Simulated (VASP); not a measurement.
## AgBr: single point with r2SCAN

Crystal: AgBr.

```
Ag Br
1.0
     0.00000    2.90792    2.90792
     2.90792    0.00000    2.90792
     2.90792    2.90792    0.00000
Ag Br
1 1
Direct
  0.00000 0.00000 0.00000
  0.50000 0.50000 0.50000
```

* Program: VASP 6.6.1
* Task: single point
* Functional: r2SCAN
* Potentials or basis: VASP PAW PBE potentials, release 64 (Ag, Br)
* Cutoff: 550 eV
* k mesh: 6 × 6 × 6
* Occupations: fermi-dirac, width 0.02 eV
* Spin: no spin polarisation
* Dipole correction: no
* Further INCAR settings: ALGO = Normal; EDIFF = 1e-06; NBANDS = 16

* Pressure: -0.7 GPa
* Band gap on the k mesh: 1.25 eV, indirect (least direct gap 3.13 eV)

Levels at points of the mesh, in eV from the valence-band top:
| k point | band 7 | band 8 | band 9 | band 10 | band 11 | band 12 |
| --- | --- | --- | --- | --- | --- | --- |
| (0.00, 0.00, 0.00) | -1.88 | -1.88 | -1.88 | 1.25 | 10.43 | 10.43 |
| (0.50, 0.00, 0.00) | -2.01 | 0.00 | 0.00 | 4.35 | 6.99 | 7.44 |
| (0.50, 0.50, 0.00) | -2.25 | -2.25 | -2.15 | 2.23 | 7.48 | 9.54 |

It took 44 s on 1 thread of AMD EPYC 7R13 Processor (Zen 3) (shared host), peak memory 0.16 GiB.

Caveat: the PAW data sets were made with another functional, which shifts forces and pressure a little. A k mesh can miss the band edges.
